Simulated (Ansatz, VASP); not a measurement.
## Two plane-wave programs on Rb

```
Rb
1.0
     0.00000    3.52813    3.52813
     3.52813    0.00000    3.52813
     3.52813    3.52813    0.00000
Rb
1
Direct
  0.00000 0.00000 0.00000
```

Alike in both runs: task single point; functional PBE; k mesh 9 × 9 × 9; occupations fermi-dirac, width 0.1 eV; no spin polarisation.

|  | VASP | Ansatz |
| --- | --- | --- |
| version | VASP 6.6.1 | Ansatz 0.2.0 |
| potentials or method | VASP PAW PBE potentials, release 64 (Rb_sv), cutoff 520 eV | plane waves (420 eV) with PAW, scalar-relativistic |
| valence electrons in the cell | 9 | 9 |

```csv
,VASP,Ansatz,Ansatz less VASP
pressure (GPa),0.1,0.1,0.00
```

With one functional, cell and mesh, what is left measures potentials, basis and numerics.
